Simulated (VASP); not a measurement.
# AgCl (Fm-3m) in VASP: a series of runs, part 2 of 2

VASP 6.6.1.

## (3) Electric field gradients, PBE (21.11 Å³/atom)

This run uses another cell than the first one, of 21.11 Å³/atom.

INCAR reads:

```
PREC = Accurate
ENCUT = 520
EDIFF = 1E-8
ISMEAR = -1
SIGMA = 0.02
LREAL = False
LASPH = True
NELM = 80
ALGO = Normal
ISIF = 2
LWAVE = False
LCHARG = False
GGA = PE
LEFG = True
NBANDS = 16
```

KPOINTS reads:

```
regular mesh
0
Gamma
  8 8 8
```

POSCAR reads:

```
AgCl
1.0
    0.0000000000      2.7638751816      2.7638751816
    2.7638751816      0.0000000000      2.7638751816
    2.7638751816      2.7638751816      0.0000000000
Ag Cl
1 1
Direct
    0.5000000000      0.5000000000      0.5000000000
    0.0000000000      0.0000000000      0.0000000000
```

Potentials or basis: VASP PAW PBE potentials, release 64 (Ag, Cl).

On the command line:

```bash
cat potpaw_PBE.64/Ag/POTCAR potpaw_PBE.64/Cl/POTCAR > POTCAR
mpirun -np 1 vasp_std > vasp.out
```

OUTCAR:

```text
PREC = Accurate
   ENCUT = 520
   EDIFF = 1E-8
   ISMEAR = -1
   LREAL = False
   LASPH = True
   NELM = 80
   ISIF = 2
   GGA = PE

 ion  position               nearest neighbor table
   1  0.500  0.500  0.500-   2 2.76   2 2.76   2 2.76   2 2.76   2 2.76   2 2.76
   2  0.000  0.000  0.000-   1 2.76   1 2.76   1 2.76   1 2.76   1 2.76   1 2.76

  LATTYP: Found a face centered cubic cell.
 ALAT       =     5.5277503632

  Lattice vectors:

 A1 = (   0.0000000000,   2.7638751816,   2.7638751816)
 A2 = (   2.7638751816,   0.0000000000,   2.7638751816)
 A3 = (   2.7638751816,   2.7638751816,   0.0000000000)

Analysis of symmetry for initial positions (statically):
=====================================================================
 Subroutine PRICEL returns:
 Original cell was already a primitive cell.

 Routine SETGRP: Setting up the symmetry group for a
 face centered cubic supercell.

 Subroutine GETGRP returns: Found 48 space group operations
 (whereof 48 operations were pure point group operations)
 out of a pool of 48 trial point group operations.

The static configuration has the point symmetry O_h .

Analysis of symmetry for dynamics (positions and initial velocities):
=====================================================================
 Subroutine PRICEL returns:
 Original cell was already a primitive cell.

 Routine SETGRP: Setting up the symmetry group for a
 face centered cubic supercell.

 Subroutine GETGRP returns: Found 48 space group operations
 (whereof 48 operations were pure point group operations)
 out of a pool of 48 trial point group operations.

The dynamic configuration has the point symmetry O_h .

 Subroutine INISYM returns: Found 48 space group operations
 (whereof 48 operations are pure point group operations),
 and found     1 'primitive' translations

----------------------------------------------------------------------------------------

                                     Primitive cell

  volume of cell :      42.2265

  direct lattice vectors                    reciprocal lattice vectors
     0.000000000  2.763875182  2.763875182    -0.180905420  0.180905420  0.180905420
     2.763875182  0.000000000  2.763875182     0.180905420 -0.180905420  0.180905420
     2.763875182  2.763875182  0.000000000     0.180905420  0.180905420 -0.180905420

  length of vectors
     3.908709767  3.908709767  3.908709767     0.313337378  0.313337378  0.313337378

  position of ions in fractional coordinates (direct lattice)
     0.500000000  0.500000000  0.500000000
     0.000000000  0.000000000  0.000000000

  ion indices of the primitive-cell ions
   primitive index   ion index
                 1           1
                 2           2

----------------------------------------------------------------------------------------

 KPOINTS: regular mesh

[... 73 lines left out ...]
   ISIF   =      2    stress and relaxation
   ISYM   =      2    0-nonsym 1-usesym 2-fastsym
   POTIM  = 0.5000    time-step for ionic-motion
   TEBEG  =    0.0;   TEEND  =   0.0 temperature during run
   PSTRESS=    0.0 pullay stress
   NELECT =      18.0000    total number of electrons
   NUPDOWN=      -1.0000    fix difference up-down
   EMIN   =  10.00;   EMAX   =-10.00  energy-range for DOS
   EFERMI =   0.00;   METHOD = LEGACY
   ISMEAR =    -1;   SIGMA  =   0.02  broadening in eV -4-tet -1-fermi 0-gaus
   EFERMI_NEDOS =   21; number of points for ismear=-14 and -15
   IALGO  =     38    algorithm
   IMIX   =      4    mixing-type and parameters
     AMIX     =   0.40;   BMIX     =  1.00
     AMIX_MAG =   1.60;   BMIX_MAG =  1.00
  volume/ion in A,a.u.               =      21.11       142.48
  Fermi-wavevector in a.u.,A,eV,Ry     =   1.232075  2.328285 20.653773  1.518009
  Thomas-Fermi vector in A             =   2.366860
   LORBIT       =      0    0 simple, 1 ext, 2 COOP (PROOUT), +10 PAW based schemes
   GGA     = PE    functional components
   LHFCALC =     F    Hartree Fock is set to
   AEXX    =    0.0000 exact exchange contribution
   IVDW    =     0    specifies the selected vdW correction
   LEPSILON=     F    determine dielectric tensor
   LRPA    =     F    only Hartree local field effects (RPA)
 non-spin polarized calculation
  energy-cutoff  :      520.00
  volume of cell :       42.23
 maximum number of plane-waves:      1158
 NGX is ok and might be reduce to    30
   NGX = 15   NGY = 15   NGZ = 15

 number of electron      18.0000006 magnetization

 Free energy of the ion-electron system (eV)
  ---------------------------------------------------
  ext. energy  EPLUGINS =         0.00000000
  ---------------------------------------------------
  free energy    TOTEN  =        -5.38960771 eV

  energy without entropy =       -5.38960771  energy(sigma->0) =       -5.38960771

 E-fermi :   4.4111     XC(G=0): -10.0181

 val. band max:        3.9454914410   @ k =   0.5000   0.0000   0.0000
 cond. band min:       4.8522428505   @ k =   0.0000   0.0000   0.0000
 fundamental gap:      0.9067514095
 Fermi energy:         4.4110509485

 k-point     1 :       0.0000    0.0000    0.0000
  band No.  band energies     occupation
      1     -11.2710      2.00000
      2       1.4656      2.00000
      3       1.4656      2.00000
      4       1.4656      2.00000
      5       1.5072      2.00000
      6       1.5072      2.00000
[... 433 lines left out ...]
      3      -0.2076      2.00000
      4      -0.1606      2.00000
      5       1.7748      2.00000
      6       1.8434      2.00000
[... 8 lines left out ...]
     15      17.4775      0.00000
     16      18.9364      0.00000

 [... further k-points ...]

------------------------ aborting loop because EDIFF is reached ----------------------------------------

  FORCE on cell =-STRESS in cart. coord.  units (eV):
  Direction    XX          YY          ZZ          XY          YZ          ZX
  --------------------------------------------------------------------------------------
  -------------------------------------------------------------------------------------
  Total        0.5241051      0.5241051      0.5241051      0.0000000      0.0000000     -0.0000000
  in kB       19.8858287     19.8858287     19.8858287      0.0000000      0.0000000     -0.0000000
  external PRESSURE =      19.8858287 kB  Pullay stress =       0.0000000 kB

 VOLUME and BASIS-vectors are now :
 -----------------------------------------------------------------------------
  energy-cutoff  :      520.00
  volume of cell :       42.23
      direct lattice vectors                 reciprocal lattice vectors
     0.000000000  2.763875182  2.763875182    -0.180905420  0.180905420  0.180905420
     2.763875182  0.000000000  2.763875182     0.180905420 -0.180905420  0.180905420
     2.763875182  2.763875182  0.000000000     0.180905420  0.180905420 -0.180905420

 POSITION                                       TOTAL-FORCE (eV/Angst)
 -----------------------------------------------------------------------------------
      2.76388      2.76388      2.76388        -0.000000      0.000000      0.000000
      0.00000      0.00000      0.00000         0.000000     -0.000000     -0.000000
 -----------------------------------------------------------------------------------
    total drift:                                0.000000      0.000000      0.000000

  FREE ENERGIE OF THE ION-ELECTRON SYSTEM (eV)
  ---------------------------------------------------
  free  energy   TOTEN  =        -5.3896077131 eV

  energy  without entropy=       -5.3896077131  energy(sigma->0) =       -5.38960771

 Electric field gradients (V/A^2)
---------------------------------------------------------------------
 ion       V_xx      V_yy      V_zz      V_xy      V_xz      V_yz
---------------------------------------------------------------------
   1      -0.000    -0.000     0.000    -0.001    -0.001    -0.001
   2      -0.000     0.000    -0.000    -0.001    -0.001    -0.001
---------------------------------------------------------------------

 Electric field gradients after diagonalization (V/A^2)
 (convention: |V_zz| > |V_xx| > |V_yy|)
----------------------------------------------------------------------
 ion       V_xx      V_yy      V_zz     asymmetry (V_yy - V_xx)/ V_zz
----------------------------------------------------------------------
   1       0.001     0.001    -0.001       0.000
   2       0.001     0.001    -0.001       0.000
----------------------------------------------------------------------

           NMR quadrupolar parameters

 Cq : quadrupolar parameter    Cq=e*Q*V_zz/h
 eta: asymmetry parameters     (V_yy - V_xx)/ V_zz
 Q  : nuclear electric quadrupole moment in mb (millibarn)
----------------------------------------------------------------------
 ion       Cq(MHz)       eta       Q (mb)
----------------------------------------------------------------------
   1      -0.000       0.000       1.000
   2      -0.000       0.000       1.000
----------------------------------------------------------------------
```

Run time: 35 s. Hardware: 1 thread of Intel Xeon 8259CL, shared host; peak memory 0.18 GiB.

What came out:

```yaml
Free_energy: -5.3896 eV
Pressure: 2.0 GPa
Band_gap_on_the_k_mesh: 0.91 eV (least direct gap 3.21 eV)
Largest_electric_field_gradient_by_atom: zero within the noise of the run
```

Levels at points of the mesh, in eV from the valence-band top:
| k point | band 6 | band 7 | band 8 | band 9 | band 10 | band 11 | band 12 | band 13 |
| --- | --- | --- | --- | --- | --- | --- | --- | --- |
| (0.00, 0.00, 0.00) | -2.44 | -2.36 | -2.36 | -2.36 | 0.91 | 10.85 | 10.85 | 10.85 |
| (0.50, 0.00, 0.00) | -2.10 | -1.79 | 0.00 | 0.00 | 4.22 | 6.59 | 7.65 | 7.65 |
| (0.50, 0.50, 0.00) | -2.25 | -1.98 | -1.98 | -1.89 | 2.37 | 8.01 | 8.67 | 11.56 |

A k mesh can miss the band edges.
